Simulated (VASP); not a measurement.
Li3Au, 4 atoms in the cell. It takes space group I4/mmm (No. 139, tetragonal). The conventional cell has a = 4.088 Å, b = 4.088 Å, c = 7.669 Å, α = 90.00°, β = 90.00°, γ = 90.00°. Li (site symmetry -4m2) has 10 Li at 2.80 to 3.83 Å and 4 Au at 2.80 Å within 3.9 Å. Li (site symmetry 4/mmm) has 8 Li at 2.80 Å and 6 Au at 2.89 to 3.83 Å within 3.9 Å. Within 3.9 Å of Au (site symmetry 4/mmm) lie 14 Li at 2.80 to 3.83 Å. 

```yaml
Program: VASP 6.6.1
Task: single point
Functional: LDA
Potentials_or_basis: VASP PAW LDA potentials, release 64 (Li_sv, Au)
Cutoff: 520 eV
k_mesh: 8 × 8 × 8
Occupations: fermi-dirac, width 0.1 eV
Spin: no spin polarisation
Dipole_correction: no
Further_INCAR_settings: ALGO = Normal; EDIFF = 1e-06; NBANDS = 18
```

Potentials or basis: VASP PAW LDA potentials, release 64 (Li_sv, Au).

Launch:

```sh
$ cat potpaw_LDA.64/Li_sv/POTCAR potpaw_LDA.64/Au/POTCAR > POTCAR
$ mpirun -np 1 vasp_std > vasp.out
```

Hardware: 1 thread of AMD EPYC 7R43 64-Core Processor (Zen 3), with other jobs on the host.

Problem. Estimate the wall time of this run.

Solution. Run time: 2.1 min on 1 thread of AMD EPYC 7R43 64-Core Processor (Zen 3), on a shared host, peak memory 0.17 GiB. Counts: scf iterations 12, k points 59.
